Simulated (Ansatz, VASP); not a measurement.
# One calculation of BP, two programs

```
B P
1.0
     0.00000    2.28403    2.28403
     2.28403    0.00000    2.28403
     2.28403    2.28403    0.00000
B P
1 1
Cartesian
  0.0000 0.0000 0.0000
  1.1420 1.1420 1.1420
```

Alike in both runs: task single point; functional r2SCAN; k mesh 8 × 8 × 8; occupations fermi-dirac, width 0.02 eV; no spin polarisation.

|  | VASP | Ansatz |
| --- | --- | --- |
| version | VASP 6.6.1 | Ansatz 0.2.0 |
| potentials or method | VASP PAW PBE potentials, release 64 (B, P), cutoff 520 eV | plane waves, PAW |
| valence electrons in the cell | 8 | 8 |

|  | VASP | Ansatz | Ansatz less VASP |
| --- | --- | --- | --- |
| pressure (GPa) | -3.9 | -3.4 | +0.48 |

VASP's potentials were made for PBE, not for r2SCAN.
